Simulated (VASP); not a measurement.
**Nb: single point with LDA**

Crystal: Nb.

```xyz
2
Lattice="2.5742 0.0000 0.0000 -1.2871 2.2293 0.0000 0.0000 0.0000 4.6103" Properties=species:S:1:pos:R:3 pbc="T T T"
Nb    0.0000    1.4862    1.1526
Nb    1.2871    0.7431    3.4577
```

This cell differs from its parent crystal: volume scaled by 0.75.

| Item | Value |
| --- | --- |
| Program | VASP 6.6.1 |
| Task | single point |
| Functional | LDA |
| Potentials or basis | VASP PAW LDA potentials, release 64 (Nb_sv) |
| Cutoff | 520 eV |
| k mesh | 15 × 15 × 8 |
| Occupations | fermi-dirac, width 0.05 eV |
| Spin | no spin polarisation |

The pressure is 87.7 GPa and the band gap on the k mesh is zero (band 13 reaches 19.16 eV, above the bottom of band 14 at 15.14 eV).

Stress tensor (GPa, compression positive):
```
87.80  0.00  0.00
 0.00 87.80  0.00
 0.00  0.00 87.53
```

Levels at points of the mesh, in eV from the Fermi level:
```tsv
k point	band 11	band 12	band 13	band 14	band 15	band 16
(0.00, 0.00, 0.00)	-1.72	-0.12	-0.12	0.66	0.66	2.42
(0.00, 0.00, 0.50)	-1.47	-1.47	-0.05	-0.05	-0.05	-0.05
```

It took 2 min on 1 thread of AMD EPYC 7571, on a shared host, peak memory 0.14 GiB.
